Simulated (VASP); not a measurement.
SiMo3:

```
CELL_PARAMETERS angstrom
4.74399 0.03380 -0.03283
0.03380 4.87021 0.07953
-0.03283 0.07953 4.99332
ATOMIC_POSITIONS crystal
Si 0.00133 0.99806 0.98040
Si 0.50819 0.50860 0.49286
Mo 0.24288 0.98823 0.51476
Mo 0.50119 0.74438 0.99060
Mo 0.73940 0.99969 0.50916
Mo 0.49759 0.26411 0.01088
Mo 0.00067 0.49922 0.75086
Mo 0.00875 0.49770 0.25049
```

| Property | Result |
| --- | --- |
| Program | VASP 6.6.1 |
| Task | relaxation of cell and atoms |
| Functional | PBE |
| Potentials or basis | VASP PAW PBE potentials, release 64 (Si, Mo_sv) |
| Cutoff | 600 eV |
| k mesh | 4 × 4 × 4 |
| Occupations | gaussian, width 0.2 eV |
| Spin | no spin polarisation |

At the start: pressure 9.6 GPa; volume 14.42 Å³/atom.

Q: Where does the relaxation end?

A: Over 14 steps the energy falls by 76.1 meV/atom and the volume is 14.84 Å³/atom (+3.0 %); space group P1 (No. 1, to 0.1 Å) before, Pm-3n (No. 223, to 0.1 Å).

The path:
```csv
step,energy change (eV),largest force (eV/Å),pressure (GPa),volume (Å³)
1,0.0000,1.7609,9.60,115.33
2,0.1969,0.5462,-18.37,130.13
3,-0.4045,0.8502,-5.25,121.63
4,-0.5307,0.5871,2.69,117.54
5,-0.5591,0.4609,0.06,118.73
6,-0.5980,0.2014,0.68,118.37
7,-0.6000,0.1761,0.88,118.27
8,-0.6034,0.1078,-1.57,119.42
9,-0.6049,0.1283,-0.67,119.01
10,-0.6082,0.0566,0.06,118.65
11,-0.6082,0.0581,0.02,118.67
12,-0.6088,0.0325,0.05,118.65
13,-0.6089,0.0259,0.08,118.64
14,-0.6090,0.0112,-0.16,118.75
```

Final structure:
```
CELL_PARAMETERS angstrom
4.91488 -0.00022 0.00030
0.00013 4.91526 -0.00007
-0.00048 0.00049 4.91560
ATOMIC_POSITIONS crystal
Si 0.00000 0.99992 0.99997
Si 0.50009 0.50003 0.50007
Mo 0.24987 0.00008 0.50002
Mo 0.49997 0.75004 0.00002
Mo 0.74990 0.99992 0.50001
Mo 0.50008 0.25001 0.99983
Mo 0.00010 0.50009 0.75005
Mo 0.00000 0.49991 0.25002
```
